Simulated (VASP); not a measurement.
Si4B, 10 atoms in the cell. The typed cell holds 10 atoms: a = 6.432 Å, b = 6.432 Å, c = 6.432 Å, α = 60.00°, β = 60.00°, γ = 60.00°. 

* Program: VASP 6.6.1
* Task: single point
* Functional: PBE
* Potentials or basis: VASP PAW PBE potentials, release 64 (Si, B)
* Cutoff: 500 eV
* k mesh: 3 × 3 × 3
* Occupations: gaussian, width 0.2 eV
* Spin: no spin polarisation
* Dipole correction: no
* Further INCAR settings: ALGO = Normal; EDIFF = 1e-06; NBANDS = 30

Potentials or basis: VASP PAW PBE potentials, release 64 (Si, B).

The run is started by

```console
$ cat potpaw_PBE.64/Si/POTCAR potpaw_PBE.64/B/POTCAR > POTCAR
$ mpirun -np 1 vasp_std > vasp.out
```

Hardware: 1 thread of Intel Xeon 8259CL (shared host).

Problem. How long does it take, and how much memory?

Solution. Run time: 58 s on 1 thread of Intel Xeon 8259CL, with other jobs on the host, peak memory 0.31 GiB. Counts: scf iterations 13, k points 4.
